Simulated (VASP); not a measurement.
# AlNi (Cm) in VASP: a series of runs

AlNi is run at these levels: PBE; tasks: single point.

Everything below comes from runs of VASP 6.6.1. Logs are shortened: lines on timing, memory, paths and dates and some standing lists are left out, and cuts for length are marked.

## Step 1: The cell of the first run

It takes space group Cm (No. 8, monoclinic). The conventional cell has a = 4.091 Å, b = 4.091 Å, c = 9.532 Å, α = 90.00°, β = 100.30°, γ = 90.00°. Within 3.3 Å of Al (site symmetry m) lie 8 Ni at 2.51 Å and 5 Al at 2.89 Å. Al (site symmetry m) has 5 Ni at 2.17 to 2.51 Å and 5 Al at 2.89 Å within 2.9 Å. Within 3.3 Å of Al (site symmetry m) lie 8 Ni at 2.51 Å and 6 Al at 2.89 Å. Within 2.9 Å of Ni (site symmetry m) lie 5 Al at 2.17 to 2.51 Å and 5 Ni at 2.89 Å. Ni (site symmetry m) has 8 Al at 2.51 Å and 5 Ni at 2.89 Å within 3.3 Å. Ni (site symmetry m) has 8 Al at 2.51 Å and 6 Ni at 2.89 Å within 3.3 Å.

## Step 2: Single point, PBE

The input, INCAR:

```
PREC = Accurate ; ENCUT = 520
EDIFF = 1E-6 ; ISMEAR = 0
SIGMA = 0.15 ; LREAL = False
LASPH = True ; NELM = 80
ALGO = Fast ; ISIF = 2
LWAVE = False ; LCHARG = True
GGA = PE ; LELF = True
LVHAR = True ; NBANDS = 28
```

The input, KPOINTS:

```
regular mesh
0
Gamma
  15 15 5
```

The input, POSCAR:

```
AlNi
1.0
    0.0000000000     -2.8927237813      0.0000000000
    0.0000000000      0.0000000000     -2.8927237813
    9.3781713440     -1.2053015755     -1.2053015755
Al Ni
3 3
Direct
    0.7108254429     -0.2891745571      0.6940189371
    0.9678694937     -0.0321305063      0.0771132152
    0.8393474683     -0.1606525317      0.3855660762
    0.1465644302      0.1465644302      0.8482453676
    0.4036084810      0.4036084810      0.2313396457
    0.2750864556      0.2750864556      0.5397925066
```

Potentials or basis: VASP PAW PBE potentials, release 64 (Al, Ni).

Command:

```
> cat potpaw_PBE.64/Al/POTCAR potpaw_PBE.64/Ni/POTCAR > POTCAR
> mpirun -np 1 vasp_std > vasp.out
```

OUTCAR:

```text
PREC = Accurate
   ENCUT = 520
   EDIFF = 1E-6
   ISMEAR = 0
   LREAL = False
   LASPH = True
   NELM = 80
   ISIF = 2
   GGA = PE

 ion  position               nearest neighbor table
   1  0.711  0.711  0.694-   6 2.51   4 2.51   6 2.51   6 2.51   4 2.51   4 2.51   6 2.51   4 2.51
                             3 2.89
   2  0.968  0.968  0.077-   4 2.17   5 2.51   5 2.51   5 2.51   5 2.51   3 2.89
   3  0.839  0.839  0.386-   6 2.51   6 2.51   6 2.51   6 2.51   5 2.51   5 2.51   5 2.51   5 2.51
                             1 2.89   2 2.89
   4  0.147  0.147  0.848-   2 2.17   1 2.51   1 2.51   1 2.51   1 2.51   6 2.89
   5  0.404  0.404  0.231-   2 2.51   3 2.51   2 2.51   2 2.51   3 2.51   3 2.51   2 2.51   3 2.51
                             6 2.89
   6  0.275  0.275  0.540-   3 2.51   3 2.51   3 2.51   3 2.51   1 2.51   1 2.51   1 2.51   1 2.51
                             5 2.89   4 2.89

  LATTYP: Found a base centered monoclinic cell.
 ALAT       =     4.0909292037
 B/A-ratio  =     1.0000000000
 C/A-ratio  =     2.3299891048
 COS(beta)  =    -0.1788277318

  Lattice vectors:

 A1 = (   0.0000000000,   2.8927237813,   0.0000000000)
 A2 = (   0.0000000000,   0.0000000000,   2.8927237813)
 A3 = (   9.3781713440,  -1.2053015755,  -1.2053015755)

Analysis of symmetry for initial positions (statically):
=====================================================================
 Subroutine PRICEL returns:
 Original cell was already a primitive cell.

 Routine SETGRP: Setting up the symmetry group for a
 base centered monoclinic supercell.

 Subroutine GETGRP returns: Found  2 space group operations
 (whereof  2 operations were pure point group operations)
 out of a pool of  4 trial point group operations.

The static configuration has the point symmetry C_1h.

Analysis of symmetry for dynamics (positions and initial velocities):
=====================================================================
 Subroutine PRICEL returns:
 Original cell was already a primitive cell.

 Routine SETGRP: Setting up the symmetry group for a
 base centered monoclinic supercell.

 Subroutine GETGRP returns: Found  2 space group operations
 (whereof  2 operations were pure point group operations)
 out of a pool of  4 trial point group operations.

The dynamic configuration has the point symmetry C_1h.

 Subroutine INISYM returns: Found  2 space group operations
 (whereof  2 operations are pure point group operations),
 and found     1 'primitive' translations

----------------------------------------------------------------------------------------

                                     Primitive cell

  volume of cell :      78.4751

  direct lattice vectors                    reciprocal lattice vectors
     0.000000000 -2.892723781  0.000000000    -0.044429415 -0.345694949  0.000000000
     0.000000000  0.000000000 -2.892723781    -0.044429415  0.000000000 -0.345694949
     9.378171344 -1.205301576 -1.205301576     0.106630596  0.000000000  0.000000000

  length of vectors
     2.892723781  2.892723781  9.531820473     0.348538335  0.348538335  0.106630596

  position of ions in fractional coordinates (direct lattice)
     0.710825443  0.710825443  0.694018937
     0.967869494  0.967869494  0.077113215
     0.839347468  0.839347468  0.385566076
     0.146564430  0.146564430  0.848245368
     0.403608481  0.403608481  0.231339646
     0.275086456  0.275086456  0.539792507

  ion indices of the primitive-cell ions
   primitive index   ion index
                 1           1
                 2           2
                 3           3
                 4           4
                 5           5
                 6           6

----------------------------------------------------------------------------------------

 KPOINTS: regular mesh

Automatic generation of k-mesh.
 Grid dimensions read from file:
 generate k-points for:   15   15    5

 Generating k-lattice:

  Cartesian coordinates                     Fractional coordinates (reciprocal lattice)
    -0.002961961 -0.023046330  0.000000000     0.066666667  0.000000000  0.000000000
    -0.002961961  0.000000000 -0.023046330     0.000000000  0.066666667  0.000000000
     0.021326119  0.000000000  0.000000000     0.000000000  0.000000000  0.200000000

  Length of vectors
     0.023235889  0.023235889  0.021326119

  Shift w.r.t. Gamma in fractional coordinates (k-lattice)
     0.000000000  0.000000000  0.000000000

 Subroutine IBZKPT returns following result:
 ===========================================

 Found    304 irreducible k-points:

 Following reciprocal coordinates:
            Coordinates               Weight
  0.000000  0.000000  0.000000      1.000000
  0.066667  0.000000  0.000000      4.000000
  0.133333  0.000000 -0.000000      4.000000
  0.200000  0.000000  0.000000      4.000000
  0.266667  0.000000 -0.000000      4.000000
  0.333333  0.000000  0.000000      4.000000
[... 16 lines left out ...]
  0.133333  0.133333 -0.000000      2.000000
  0.200000  0.133333  0.000000      4.000000
 [... further k-points ...]
   k-points           NKPTS =    304   k-points in BZ     NKDIM =    304   number of bands    NBANDS=     28
   number of dos      NEDOS =    301   number of ions     NIONS =      6
   total plane-waves  NPLWV =  41472
   dimension x,y,z NGX =    24 NGY =   24 NGZ =   72
   dimension x,y,z NGXF=    48 NGYF=   48 NGZF=  144
   ions per type =               3   3
   NGX,Y,Z   is equivalent  to a cutoff of  13.79, 13.79, 12.56 a.u.
   NGXF,Y,Z  is equivalent  to a cutoff of  27.59, 27.59, 25.12 a.u.
 SYSTEM =  unknown system
   PREC   = accura    normal or accurate (medium, high low for compatibility)
   ISTART =      0    job   : 0-new  1-cont  2-samecut
   ICHARG =      2    charge: 1-file 2-atom 10-const
   ISPIN  =      1    spin polarized calculation?
   LNONCOLLINEAR =      F non collinear calculations
   LSORBIT =      F    spin-orbit coupling
   LASPH  =      T    aspherical Exc in radial PAW
   ENCUT  =  520.0 eV  38.22 Ry    6.18 a.u.   5.38  5.38 17.72*2*pi/ulx,y,z
   NELM   =     80;   NELMIN=  2; NELMDL= -5     # of ELM steps
   EDIFF  = 0.1E-05   stopping-criterion for ELM
   LREAL  =      F    real-space projection
   EDIFFG = 0.1E-04   stopping-criterion for IOM
   NSW    =      0    number of steps for IOM
   IBRION =     -1    ionic relax: 0-MD 1-quasi-New 2-CG
   NFREE  =      0    steps in history (QN), initial steepest desc. (CG)
   ISIF   =      2    stress and relaxation
   ISYM   =      2    0-nonsym 1-usesym 2-fastsym
   POTIM  = 0.5000    time-step for ionic-motion
   TEBEG  =    0.0;   TEEND  =   0.0 temperature during run
   PSTRESS=    0.0 pullay stress
   NELECT =      39.0000    total number of electrons
   NUPDOWN=      -1.0000    fix difference up-down
   EMIN   =  10.00;   EMAX   =-10.00  energy-range for DOS
   EFERMI =   0.00;   METHOD = LEGACY
   ISMEAR =     0;   SIGMA  =   0.15  broadening in eV -4-tet -1-fermi 0-gaus
   EFERMI_NEDOS =   21; number of points for ismear=-14 and -15
   IALGO  =     68    algorithm
   IMIX   =      4    mixing-type and parameters
     AMIX     =   0.40;   BMIX     =  1.00
     AMIX_MAG =   1.60;   BMIX_MAG =  1.00
  volume/ion in A,a.u.               =      13.08        88.26
  Fermi-wavevector in a.u.,A,eV,Ry     =   1.296738  2.450480 22.878607  1.681530
  Thomas-Fermi vector in A             =   2.428175
   LORBIT       =      0    0 simple, 1 ext, 2 COOP (PROOUT), +10 PAW based schemes
   GGA     = PE    functional components
   LHFCALC =     F    Hartree Fock is set to
   AEXX    =    0.0000 exact exchange contribution
   IVDW    =     0    specifies the selected vdW correction
   LEPSILON=     F    determine dielectric tensor
   LRPA    =     F    only Hartree local field effects (RPA)
 non-spin polarized calculation
 RMM-DIIS sequential band-by-band and
 Gauss-broadening in eV      SIGMA  =   0.15
  energy-cutoff  :      520.00
  volume of cell :       78.48
 maximum number of plane-waves:      2142
 NGX is ok and might be reduce to    24
   NGX = 11   NGY = 11   NGZ = 35

 number of electron      39.0000002 magnetization

 Free energy of the ion-electron system (eV)
  ---------------------------------------------------
  ext. energy  EPLUGINS =         0.00000000
  ---------------------------------------------------
  free energy    TOTEN  =       -30.35624993 eV

  energy without entropy =      -30.32855109  energy(sigma->0) =      -30.34240051

 E-fermi :   8.7828     XC(G=0): -11.5606

 val. band max:        8.7762638851   @ k =   0.0667   0.0000   0.2000
 cond. band min:       8.7846924320   @ k =  -0.4667   0.3333   0.2000
 fundamental gap:      0.0084285469
 Fermi energy:         8.7827575125

 k-point     1 :       0.0000    0.0000    0.0000
  band No.  band energies     occupation
      1      -1.9324      2.00000
      2      -0.3731      2.00000
      3       0.5693      2.00000
      4       4.0902      2.00000
      5       4.7384      2.00000
      6       5.6791      2.00000
[... 20 lines left out ...]
     27      16.8818      0.00000
     28      17.0813      0.00000

 k-point     2 :       0.0667    0.0000    0.0000
  band No.  band energies     occupation
      1      -1.8510      2.00000
      2      -0.3026      2.00000
      3       0.6507      2.00000
      4       4.1290      2.00000
      5       4.7921      2.00000
      6       5.6803      2.00000
[... 20 lines left out ...]
     27      16.4696      0.00000
     28      17.5563      0.00000

 k-point     3 :       0.1333    0.0000   -0.0000
  band No.  band energies     occupation
      1      -1.6079      2.00000
      2      -0.0919      2.00000
      3       0.8916      2.00000
      4       4.2460      2.00000
      5       4.9387      2.00000
      6       5.6651      2.00000
[... 20 lines left out ...]
     27      16.1880      0.00000
     28      16.9950      0.00000

 k-point     4 :       0.2000    0.0000    0.0000
  band No.  band energies     occupation
      1      -1.2063      2.00000
      2       0.2569      2.00000
      3       1.2818      2.00000
      4       4.4378      2.00000
      5       5.1362      2.00000
      6       5.5709      2.00000
[... 20 lines left out ...]
     27      16.1961      0.00000
     28      16.6549      0.00000

 k-point     5 :       0.2667    0.0000   -0.0000
  band No.  band energies     occupation
      1      -0.6522      2.00000
      2       0.7389      2.00000
      3       1.8017      2.00000
      4       4.6811      2.00000
      5       5.2504      2.00000
      6       5.3416      2.00000
[... 20 lines left out ...]
     27      16.5132      0.00000
     28      17.2852      0.00000

 k-point     6 :       0.3333    0.0000    0.0000
  band No.  band energies     occupation
      1       0.0451      2.00000
      2       1.3433      2.00000
      3       2.4157      2.00000
      4       4.6816      2.00000
      5       4.8789      2.00000
      6       5.2938      2.00000
[... 463 lines left out ...]
      5       4.9411      2.00000
      6       5.6778      2.00000
[... 20 lines left out ...]
     27      16.1916      0.00000
     28      17.0152      0.00000

 k-point    22 :      -0.0667    0.0667    0.0000
  band No.  band energies     occupation
      1      -1.7714      2.00000
      2      -0.2196      2.00000
      3       0.7139      2.00000
      4       4.2030      2.00000
      5       4.8179      2.00000
      6       5.6846      2.00000
[... 20 lines left out ...]
     27      16.2167      0.00000
     28      18.0022      0.00000

 k-point    23 :       0.1333    0.1333   -0.0000
  band No.  band energies     occupation
      1      -1.2807      2.00000
      2       0.1464      2.00000
      3       1.2655      2.00000
      4       4.3107      2.00000
      5       5.1822      2.00000
      6       5.6977      2.00000
[... 20 lines left out ...]
     27      16.2203      0.00000
     28      16.8537      0.00000

 k-point    24 :       0.2000    0.1333    0.0000
  band No.  band energies     occupation
      1      -0.8810      2.00000
      2       0.4790      2.00000
      3       1.6654      2.00000
      4       4.4813      2.00000
      5       5.3658      2.00000
      6       5.6541      2.00000
[... 20 lines left out ...]
     27      15.8656      0.00000
     28      16.3257      0.00000

 [... further k-points ...]

------------------------ aborting loop because EDIFF is reached ----------------------------------------

  FORCE on cell =-STRESS in cart. coord.  units (eV):
  Direction    XX          YY          ZZ          XY          YZ          ZX
  --------------------------------------------------------------------------------------
  -------------------------------------------------------------------------------------
  Total        2.6644560     -1.9818034     -1.9818034      0.9383508      0.1165758      0.9383509
  in kB       54.3985136    -40.4612285    -40.4612285     19.1577146      2.3800536     19.1577174
  external PRESSURE =      -8.8413145 kB  Pullay stress =       0.0000000 kB

 VOLUME and BASIS-vectors are now :
 -----------------------------------------------------------------------------
  energy-cutoff  :      520.00
  volume of cell :       78.48
      direct lattice vectors                 reciprocal lattice vectors
     0.000000000 -2.892723781  0.000000000    -0.044429415 -0.345694949  0.000000000
     0.000000000  0.000000000 -2.892723781    -0.044429415  0.000000000 -0.345694949
     9.378171344 -1.205301576 -1.205301576     0.106630596  0.000000000  0.000000000

 POSITION                                       TOTAL-FORCE (eV/Angst)
 -----------------------------------------------------------------------------------
      6.50863     -2.89272     -2.89272         0.487140     -0.049738     -0.049738
      0.72318     -2.89272     -2.89272         1.159955      0.321417      0.321417
      3.61590     -2.89272     -2.89272         0.032576      0.008315      0.008315
      7.95499     -1.44636     -1.44636        -1.835034     -0.282784     -0.282784
      2.16954     -1.44636     -1.44636         0.277583      0.014252      0.014252
      5.06227     -1.44636     -1.44636        -0.122220     -0.011462     -0.011462
 -----------------------------------------------------------------------------------
    total drift:                                0.000244      0.000730      0.000730

  FREE ENERGIE OF THE ION-ELECTRON SYSTEM (eV)
  ---------------------------------------------------
  free  energy   TOTEN  =       -30.3562499308 eV

  energy  without entropy=      -30.3285510912  energy(sigma->0) =      -30.34240051
```

It took 4.8 min on 1 thread of Intel Xeon 6975P-C (Granite Rapids), shared host; peak memory 0.6 GiB.

Results:

```yaml
Free_energy: -30.3562 eV
Pressure: -0.9 GPa
Largest_force: 1.878 eV/Å
Band_gap_on_the_k_mesh: zero (an odd number of electrons rules out a gap without spin polarisation)
```

Forces on the atoms (eV/Å):
```
Al   0.487 -0.050 -0.050
Al   1.160  0.321  0.321
Al   0.033  0.008  0.008
Ni  -1.835 -0.283 -0.283
Ni   0.278  0.014  0.014
Ni  -0.122 -0.011 -0.011
```

Stress tensor (GPa, compression positive):
```
 5.44  1.92  1.92
 1.92 -4.05  0.24
 1.92  0.24 -4.05
```

Caveat: forces of over 1 eV/Å act on the atoms, so gaps and moduli don't describe the material at rest. Spin polarisation is off, so any magnetic state and its effect on volume and gap are missing.

(Part 1 of 2 ends here.)
